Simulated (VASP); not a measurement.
Write the native input for VASP 6.6.1 that does the following.

```
Task                   : single point
Functional             : PBE
Potentials or basis    : VASP PAW PBE potentials, release 64 (Al)
Cutoff                 : 520 eV
k mesh                 : 4 × 6 × 4
Occupations            : gaussian, width 0.1 eV
Spin                   : no spin polarisation
Dipole correction      : no
Further INCAR settings : ALGO = Normal; EDIFF = 1e-06; NBANDS = 22
```

The structure of Al lies in POSCAR:

```
Al
1.0
    6.3011937288      0.0000000000      0.0000000000
    0.0000000000      2.8902856607      0.0000000000
    0.0000000000      0.0000000000      7.8412739205
Al
8
Direct
   -0.0012557884      0.2500000000      0.7005571717
    0.4987442116      0.2500000000      0.7994428283
    1.0012557884      0.7500000000      0.2994428283
    0.5012557884      0.7500000000      0.2005571717
    0.1832356575      0.2500000000      0.0332338759
    0.6832356575      0.2500000000      0.4667661241
    0.8167643425      0.7500000000      0.9667661241
    0.3167643425      0.7500000000      0.5332338759
```

One way to write it, as run:

INCAR

```
PREC = Accurate
ENCUT = 520
EDIFF = 1E-6
ISMEAR = 0
SIGMA = 0.1
LREAL = False
LASPH = True
NELM = 80
ALGO = Normal
ISIF = 2
LWAVE = False
LCHARG = True
GGA = PE
LELF = True
LVHAR = True
NBANDS = 22
```

KPOINTS

```
Automatic mesh
0
Gamma
  4 6 4
```

Potentials or basis: VASP PAW PBE potentials, release 64 (Al).

Command:

```sh
$ cat potpaw_PBE.64/Al/POTCAR > POTCAR
$ mpirun -np 1 vasp_std > vasp.out
```

It gave:

| Property | Result |
| --- | --- |
| Pressure | 0.1 GPa |
| Largest force | 0.010 eV/Å |
| Band gap on the k mesh | zero (bands 12 and 13 overlap by 2.67 eV) |

Caveat: the k points lie up to 0.36 Å⁻¹ apart, too coarse for converged energies and pressures of a metal.

Run time: 60 s on 1 thread of Intel(R) Xeon(R) Platinum 8488C (Sapphire Rapids), on a shared host, peak memory 0.27 GiB.
